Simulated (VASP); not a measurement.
# Cu3Ni2 (P-6m2) in VASP: single point with r2SCAN

Aim: the single point of Cu3Ni2 with r2SCAN.

Program: VASP 6.6.1. These are calculated values, not measurements. Logs are shortened: lines on timing, memory, paths and dates and some standing lists are left out, and cuts for length are marked.

## 1. The cell of the first run

The structure is hexagonal, space group P-6m2 (No. 187). Conventional cell: a = 2.517 Å, b = 2.517 Å, c = 20.882 Å, α = 90.00°, β = 90.00°, γ = 120.00°. Cu (site symmetry -6m2) has 12 Cu at 2.52 to 2.58 Å within 3.3 Å. Within 3.3 Å of Cu (site symmetry 3m) lie 6 Cu at 2.52 Å and 6 Ni at 2.53 to 2.54 Å. Within 3.3 Å of Cu (site symmetry 3m) lie 9 Cu at 2.52 to 2.58 Å and 3 Ni at 2.53 Å. Cu (site symmetry -6m2) has 6 Cu at 2.52 Å and 6 Ni at 2.54 Å within 3.3 Å. Ni (site symmetry 3m) has 6 Ni at 2.52 Å and 6 Cu at 2.53 to 2.54 Å within 3.3 Å. Within 3.3 Å of Ni (site symmetry 3m) lie 6 Ni at 2.52 Å and 6 Cu at 2.53 to 2.54 Å.

## 2. Single point, r2SCAN

Input file POSCAR:

```
Cu3Ni2
1.0
    2.5168841179      0.0000000289      0.0000000000
   -1.2584420840      2.1796855701      0.0000000000
    0.0000000000      0.0000000000     20.8819372000
Cu Ni
6 4
Direct
    0.0000000000      0.0000000000      0.0000000000
    0.3333333333      0.6666666667      0.6989850000
    0.3333333333      0.6666666667      0.8978380000
    0.3333333333      0.6666666667      0.1021620000
    0.3333333333      0.6666666667      0.3010150000
    0.3333333333      0.6666666667      0.5000000000
    0.0000000000      0.0000000000      0.5995150000
    0.0000000000      0.0000000000      0.7986200000
    0.0000000000      0.0000000000      0.2013800000
    0.0000000000      0.0000000000      0.4004850000
```

Input file INCAR.step1:

```
SYSTEM = Cu3Ni2
  PREC = Accurate
  ENCUT = 520
  ISMEAR = 0
  SIGMA = 0.1
  LREAL = .FALSE.
  LASPH = .TRUE.
  NELM = 100
  NBANDS = 64
  GGA = PE
  ALGO = Normal
  EDIFF = 1E-4
  LWAVE = .TRUE.
  LCHARG = .FALSE.
```

Input file INCAR.step2:

```
SYSTEM = Cu3Ni2
  PREC = Accurate
  ENCUT = 520
  EDIFF = 1E-6
  ISMEAR = 0
  SIGMA = 0.1
  LREAL = .FALSE.
  LASPH = .TRUE.
  NELM = 100
  ALGO = Normal
  ISIF = 2
  LWAVE = .FALSE.
  LCHARG = .FALSE.
  METAGGA = R2SCAN
  LMIXTAU = .TRUE.
  NBANDS = 64
  ISTART = 1
```

Input file KPOINTS:

```
Automatic mesh
0
G
  18 18 2
  0 0 0
```

Potentials or basis: VASP PAW PBE potentials, release 64 (Cu, Ni).

Command:

```
$ cat potpaw_PBE.64/Cu/POTCAR potpaw_PBE.64/Ni/POTCAR > POTCAR
$ cp INCAR.step1 INCAR
$ mpirun -np 1 vasp_std > vasp.out
$ cp INCAR.step2 INCAR
$ mpirun -np 1 vasp_std > vasp.out
```

OUTCAR:

```text
SYSTEM = Cu3Ni2
   PREC = Accurate
   ENCUT = 520
   EDIFF = 1E-6
   ISMEAR = 0
   LREAL = .FALSE.
   LASPH = .TRUE.
   NELM = 100
   ISIF = 2
   METAGGA = R2SCAN
   ISTART = 1

 ion  position               nearest neighbor table
   1  0.000  0.000  0.000-   3 2.58   4 2.58   3 2.58   4 2.58   3 2.58   4 2.58
   2  0.333  0.667  0.699-   7 2.53   7 2.53   7 2.53   8 2.54   8 2.54   8 2.54
   3  0.333  0.667  0.898-   8 2.53   8 2.53   8 2.53   1 2.58   1 2.58   1 2.58
   4  0.333  0.667  0.102-   9 2.53   9 2.53   9 2.53   1 2.58   1 2.58   1 2.58
   5  0.333  0.667  0.301-  10 2.53  10 2.53  10 2.53   9 2.54   9 2.54   9 2.54
   6  0.333  0.667  0.500-   7 2.54  10 2.54   7 2.54  10 2.54   7 2.54  10 2.54
   7  0.000  0.000  0.600-   2 2.53   2 2.53   2 2.53   6 2.54   6 2.54   6 2.54
   8  0.000  0.000  0.799-   3 2.53   3 2.53   3 2.53   2 2.54   2 2.54   2 2.54
   9  0.000  0.000  0.201-   4 2.53   4 2.53   4 2.53   5 2.54   5 2.54   5 2.54
  10  0.000  0.000  0.400-   5 2.53   5 2.53   5 2.53   6 2.54   6 2.54   6 2.54

  LATTYP: Found a hexagonal cell.
 ALAT       =     2.5168841179
 C/A-ratio  =     8.2967416146

  Lattice vectors:

 A1 = (   2.5168841179,   0.0000000289,   0.0000000000)
 A2 = (  -1.2584420840,   2.1796855701,   0.0000000000)
 A3 = (   0.0000000000,   0.0000000000,  20.8819372000)

Analysis of symmetry for initial positions (statically):
=====================================================================
 Subroutine PRICEL returns:
 Original cell was already a primitive cell.

 Routine SETGRP: Setting up the symmetry group for a
 hexagonal supercell.

 Subroutine GETGRP returns: Found 12 space group operations
 (whereof 12 operations were pure point group operations)
 out of a pool of 24 trial point group operations.

The static configuration has the point symmetry D_3h.

Analysis of symmetry for dynamics (positions and initial velocities):
=====================================================================
 Subroutine PRICEL returns:
 Original cell was already a primitive cell.

 Routine SETGRP: Setting up the symmetry group for a
 hexagonal supercell.

 Subroutine GETGRP returns: Found 12 space group operations
 (whereof 12 operations were pure point group operations)
 out of a pool of 24 trial point group operations.

The dynamic configuration has the point symmetry D_3h.

 Subroutine INISYM returns: Found 12 space group operations
 (whereof 12 operations are pure point group operations),
 and found     1 'primitive' translations

----------------------------------------------------------------------------------------

                                     Primitive cell

  volume of cell :     114.5586

  direct lattice vectors                    reciprocal lattice vectors
     2.516884118  0.000000029  0.000000000     0.397316661  0.229390887  0.000000000
    -1.258442084  2.179685570  0.000000000    -0.000000005  0.458781765  0.000000000
     0.000000000  0.000000000 20.881937200     0.000000000  0.000000000  0.047888277

  length of vectors
     2.516884118  2.516884118 20.881937200     0.458781765  0.458781765  0.047888277

  position of ions in fractional coordinates (direct lattice)
     0.000000000  0.000000000  0.000000000
     0.333333333  0.666666667  0.698985000
     0.333333333  0.666666667  0.897838000
     0.333333333  0.666666667  0.102162000
     0.333333333  0.666666667  0.301015000
     0.333333333  0.666666667  0.500000000
     0.000000000  0.000000000  0.599515000
     0.000000000  0.000000000  0.798620000
     0.000000000  0.000000000  0.201380000
     0.000000000  0.000000000  0.400485000

  ion indices of the primitive-cell ions
   primitive index   ion index
                 1           1
                 2           2
                 3           3
                 4           4
                 5           5
                 6           6
                 7           7
                 8           8
                 9           9
                10          10

----------------------------------------------------------------------------------------

 KPOINTS: Automatic mesh

Automatic generation of k-mesh.
 Grid dimensions read from file:
 generate k-points for:   18   18    2

 Generating k-lattice:

  Cartesian coordinates                     Fractional coordinates (reciprocal lattice)
     0.022073148  0.012743938  0.000000000     0.055555556  0.000000000  0.000000000
    -0.000000000  0.025487876  0.000000000     0.000000000  0.055555556  0.000000000
     0.000000000  0.000000000  0.023944139     0.000000000  0.000000000  0.500000000

  Length of vectors
     0.025487876  0.025487876  0.023944139

  Shift w.r.t. Gamma in fractional coordinates (k-lattice)
     0.000000000  0.000000000  0.000000000

 Subroutine IBZKPT returns following result:
 ===========================================

 Found     74 irreducible k-points:

 Following reciprocal coordinates:
            Coordinates               Weight
  0.000000  0.000000  0.000000      1.000000
  0.055556  0.000000  0.000000      6.000000
  0.111111  0.000000  0.000000      6.000000
  0.166667  0.000000  0.000000      6.000000
  0.222222  0.000000  0.000000      6.000000
  0.277778  0.000000  0.000000      6.000000
[... 16 lines left out ...]
  0.333333  0.111111  0.000000     12.000000
  0.388889  0.111111  0.000000     12.000000
 [... further k-points ...]
   k-points           NKPTS =     74   k-points in BZ     NKDIM =     74   number of bands    NBANDS=     64
   number of dos      NEDOS =    301   number of ions     NIONS =     10
   total plane-waves  NPLWV =  64000
   dimension x,y,z NGX =    20 NGY =   20 NGZ =  160
   dimension x,y,z NGXF=    40 NGYF=   40 NGZF=  320
   ions per type =               6   4
   NGX,Y,Z   is equivalent  to a cutoff of  13.21, 13.21, 12.74 a.u.
   NGXF,Y,Z  is equivalent  to a cutoff of  26.42, 26.42, 25.48 a.u.
 SYSTEM =  Cu3Ni2
   PREC   = accura    normal or accurate (medium, high low for compatibility)
   ISTART =      1    job   : 0-new  1-cont  2-samecut
   ICHARG =      0    charge: 1-file 2-atom 10-const
   ISPIN  =      1    spin polarized calculation?
   LNONCOLLINEAR =      F non collinear calculations
   LSORBIT =      F    spin-orbit coupling
   LASPH  =      T    aspherical Exc in radial PAW
   ENCUT  =  520.0 eV  38.22 Ry    6.18 a.u.   4.68  4.68 38.83*2*pi/ulx,y,z
   NELM   =    100;   NELMIN=  2; NELMDL=  0     # of ELM steps
   EDIFF  = 0.1E-05   stopping-criterion for ELM
   LREAL  =      F    real-space projection
   EDIFFG = 0.1E-04   stopping-criterion for IOM
   NSW    =      0    number of steps for IOM
   IBRION =     -1    ionic relax: 0-MD 1-quasi-New 2-CG
   NFREE  =      0    steps in history (QN), initial steepest desc. (CG)
   ISIF   =      2    stress and relaxation
   ISYM   =      2    0-nonsym 1-usesym 2-fastsym
   POTIM  = 0.5000    time-step for ionic-motion
   TEBEG  =    0.0;   TEEND  =   0.0 temperature during run
   PSTRESS=    0.0 pullay stress
   NELECT =     106.0000    total number of electrons
   NUPDOWN=      -1.0000    fix difference up-down
   EMIN   =  10.00;   EMAX   =-10.00  energy-range for DOS
   EFERMI =   0.00;   METHOD = LEGACY
   ISMEAR =     0;   SIGMA  =   0.10  broadening in eV -4-tet -1-fermi 0-gaus
   EFERMI_NEDOS =   21; number of points for ismear=-14 and -15
   IALGO  =     38    algorithm
   IMIX   =      4    mixing-type and parameters
     AMIX     =   0.40;   BMIX     =  1.00
     AMIX_MAG =   1.60;   BMIX_MAG =  1.00
  volume/ion in A,a.u.               =      11.46        77.31
  Fermi-wavevector in a.u.,A,eV,Ry     =   1.595270  3.014623 34.625276  2.544886
  Thomas-Fermi vector in A             =   2.693215
   LORBIT       =      0    0 simple, 1 ext, 2 COOP (PROOUT), +10 PAW based schemes
   METAGGA = R2SCAN    functional components
   LHFCALC =     F    Hartree Fock is set to
   AEXX    =    0.0000 exact exchange contribution
   IVDW    =     0    specifies the selected vdW correction
   LEPSILON=     F    determine dielectric tensor
   LRPA    =     F    only Hartree local field effects (RPA)
 non-spin polarized calculation
 Gauss-broadening in eV      SIGMA  =   0.10
  energy-cutoff  :      520.00
  volume of cell :      114.56
 maximum number of plane-waves:      3125
 NGX is ok and might be reduce to    20
   NGX =  9   NGY =  9   NGZ = 77

 number of electron     105.9999979 magnetization

 Free energy of the ion-electron system (eV)
  ---------------------------------------------------
  ext. energy  EPLUGINS =         0.00000000
  ---------------------------------------------------
  free energy    TOTEN  =      -112.21535842 eV

  energy without entropy =     -112.18019190  energy(sigma->0) =     -112.19777516

 E-fermi :   7.8565     XC(G=0): -13.9512

 val. band max:        7.8517739084   @ k =   0.2778   0.1111   0.5000
 cond. band min:       7.8604548816   @ k =   0.2778   0.1111   0.5000
 fundamental gap:      0.0086809732
 Fermi energy:         7.8565266018

 k-point     1 :       0.0000    0.0000    0.0000
  band No.  band energies     occupation
      1      -1.5853      2.00000
      2      -1.1410      2.00000
      3      -1.0356      2.00000
      4      -0.0504      2.00000
      5      -0.0320      2.00000
      6       1.4331      2.00000
[... 56 lines left out ...]
     63      15.0049      0.00000
     64      18.9852      0.00000

 k-point     2 :       0.0556    0.0000    0.0000
  band No.  band energies     occupation
      1      -1.4779      2.00000
      2      -1.0344      2.00000
      3      -0.9293      2.00000
      4       0.0507      2.00000
      5       0.0687      2.00000
      6       1.5241      2.00000
[... 56 lines left out ...]
     63      15.0654      0.00000
     64      19.0678      0.00000

 k-point     3 :       0.1111    0.0000    0.0000
  band No.  band energies     occupation
      1      -1.1592      2.00000
      2      -0.7184      2.00000
      3      -0.6144      2.00000
      4       0.3484      2.00000
      5       0.3651      2.00000
      6       1.7880      2.00000
[... 1396 lines left out ...]
     63      15.2151      0.00000
     64      15.8226      0.00000

 k-point    24 :       0.3889    0.1111    0.0000
  band No.  band energies     occupation
      1       2.9299      2.00000
      2       3.0366      2.00000
      3       3.2552      2.00000
      4       3.3203      2.00000
      5       3.3318      2.00000
      6       3.3984      2.00000
[... 56 lines left out ...]
     63      14.7455      0.00000
     64      14.7640      0.00000

 [... further k-points ...]
[... 5 lines left out ...]
  --------------------------------------------------------------------------------------
  -------------------------------------------------------------------------------------
  Total       -4.7450936     -4.7450936     -4.7149627      0.0000000      0.0000000     -0.0000000
  in kB      -66.3632283    -66.3632283    -65.9418289      0.0000000      0.0000000     -0.0000000
  external PRESSURE =     -66.2227618 kB  Pullay stress =       0.0000000 kB

 VOLUME and BASIS-vectors are now :
 -----------------------------------------------------------------------------
  energy-cutoff  :      520.00
  volume of cell :      114.56
      direct lattice vectors                 reciprocal lattice vectors
     2.516884118  0.000000029  0.000000000     0.397316661  0.229390887  0.000000000
    -1.258442084  2.179685570  0.000000000    -0.000000005  0.458781765  0.000000000
     0.000000000  0.000000000 20.881937200     0.000000000  0.000000000  0.047888277

 POSITION                                       TOTAL-FORCE (eV/Angst)
 -----------------------------------------------------------------------------------
      0.00000      0.00000      0.00000        -0.000000      0.000000     -0.000000
     -0.00000      1.45312     14.59616        -0.000000      0.000000     -0.000251
     -0.00000      1.45312     18.74860         0.000000     -0.000000     -0.033116
     -0.00000      1.45312      2.13334         0.000000     -0.000000      0.033116
     -0.00000      1.45312      6.28578        -0.000000      0.000000      0.000251
     -0.00000      1.45312     10.44097        -0.000000      0.000000     -0.000000
      0.00000      0.00000     12.51903         0.000000     -0.000000     -0.003804
      0.00000      0.00000     16.67673        -0.000000      0.000000      0.002478
      0.00000      0.00000      4.20520        -0.000000      0.000000     -0.002478
      0.00000      0.00000      8.36290         0.000000     -0.000000      0.003804
 -----------------------------------------------------------------------------------
    total drift:                               -0.000020      0.000011     -0.000000

  FREE ENERGIE OF THE ION-ELECTRON SYSTEM (eV)
  ---------------------------------------------------
  free  energy   TOTEN  =      -112.2153584161 eV

  energy  without entropy=     -112.1801918970  energy(sigma->0) =     -112.19777516
```

Wall time 30 min (1 thread of Intel Xeon 6975P-C (Granite Rapids), shared host); peak memory 0.54 GiB.

What came out:

```
Free energy            : -112.2154 eV
Pressure               : -6.6 GPa
Largest force          : 0.033 eV/Å
Band gap on the k mesh : zero (band 53 reaches 12.12 eV, above the bottom of band 54 at 7.38 eV)
```

Forces on the atoms (eV/Å):
```
Cu   0.000  0.000  0.000
Cu   0.000  0.000  0.000
Cu   0.000  0.000 -0.033
Cu   0.000  0.000  0.033
Cu   0.000  0.000  0.000
Cu   0.000  0.000  0.000
Ni   0.000  0.000 -0.004
Ni   0.000  0.000  0.002
Ni   0.000  0.000 -0.002
Ni   0.000  0.000  0.004
```

Levels at points of the mesh, in eV from the Fermi level:
```csv
k point,band 51,band 52,band 53,band 54,band 55,band 56
"(0.00, 0.00, 0.00)",-1.27,-0.68,-0.40,-0.40,-0.39,-0.39
"(0.50, 0.00, 0.00)",0.32,0.62,0.70,0.76,0.91,1.44
"(0.00, 0.00, 0.50)",-1.15,-0.94,-0.40,-0.40,-0.39,-0.39
"(0.50, 0.00, 0.50)",0.24,0.56,0.77,0.91,1.01,1.18
```

Caveat: the PAW data sets were made with another functional, which shifts forces and pressure a little. Spin polarisation is off, so any magnetic state and its effect on volume and gap are missing.
